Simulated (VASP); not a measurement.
C, 12 atoms in the cell. Symmetry: P6_3/mmc, No. 194, hexagonal system. Conventional cell: a = 2.388 Å, b = 2.388 Å, c = 12.740 Å, α = 90.00°, β = 90.00°, γ = 120.00°. Within 2.0 Å of C (site symmetry 3m) lie 4 C at 1.48 to 1.61 Å. C (site symmetry 3m) has 4 C at 1.48 to 1.58 Å within 2.0 Å. Within 2.0 Å of C (site symmetry 3m) lie 4 C at 1.48 to 1.58 Å. 

- Program: VASP 6.6.1
- Task: single point
- Functional: PBE
- Potentials or basis: VASP PAW PBE potentials, release 64 (C)
- Cutoff: 520 eV
- k mesh: 12 × 12 × 2
- Occupations: gaussian, width 0.05 eV
- Spin: no spin polarisation
- Dipole correction: no
- Further INCAR settings: ALGO = Normal; EDIFF = 1e-07; NBANDS = 36

Potentials or basis: VASP PAW PBE potentials, release 64 (C).

Run with:

```bash
$ cat potpaw_PBE.64/C/POTCAR > POTCAR
$ mpirun -np 1 vasp_std > vasp.out
```

Hardware: 1 thread of Intel(R) Xeon(R) 6975P-C (Granite Rapids) (shared host).

**Question.** Estimate the wall time of this run.

**Answer.** Run time: 42 s on 1 thread of Intel(R) Xeon(R) 6975P-C (Granite Rapids), with other jobs on the host, peak memory 0.19 GiB. Counts: scf iterations 14, k points 38.
